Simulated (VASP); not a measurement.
Input of a VASP 6.6.1 run:

File POSCAR:

```
InGa
1.0
    0.0000000000      3.1162660892      3.1162660892
    3.1162660892      0.0000000000      3.1162660892
    3.1162660892      3.1162660892      0.0000000000
In Ga
1 1
Direct
    0.0000000000      0.0000000000      0.0000000000
    0.2500000000      0.2500000000      0.2500000000
```

The input INCAR.step1:

```
SYSTEM = InGa
PREC = Accurate
ENCUT = 550
ISMEAR = -1
SIGMA = 0.1
LREAL = .False.
LASPH = .True.
NELM = 120
NBANDS = 20
GGA = PE
ALGO = Normal
EDIFF = 1E-5
LWAVE = .True.
LCHARG = .False.
GGA_COMPAT = .False.
```

The input INCAR.step2:

```
SYSTEM = InGa
PREC = Accurate
ENCUT = 550
EDIFF = 1E-6
ISMEAR = -1
SIGMA = 0.1
LREAL = .False.
LASPH = .True.
NELM = 120
ALGO = Normal
ISIF = 2
LWAVE = .False.
LCHARG = .True.
METAGGA = R2SCAN
LMIXTAU = .True.
LELF = .True.
LVHAR = .True.
NBANDS = 20
ISTART = 1
GGA_COMPAT = .False.
```

File KPOINTS:

```
regular mesh
0
Gamma
  5 5 5
  0 0 0
```

Potentials or basis: VASP PAW PBE potentials, release 64 (In_d, Ga_d).

The run is started by

```sh
$ cat potpaw_PBE.64/In_d/POTCAR potpaw_PBE.64/Ga_d/POTCAR > POTCAR
$ cp INCAR.step1 INCAR
$ mpirun -np 1 vasp_std > vasp.out
$ cp INCAR.step2 INCAR
$ mpirun -np 1 vasp_std > vasp.out
```

Question: Predict the pressure.

Answer: 0.0 GPa.

Question: Estimate the band gap on the k mesh.

Answer: Zero (bands 13 and 14 overlap by 3.20 eV).

Caveat: the PAW data sets were made with another functional, which shifts forces and pressure a little; spin-orbit coupling is left out, which moves the levels of the heavy elements.
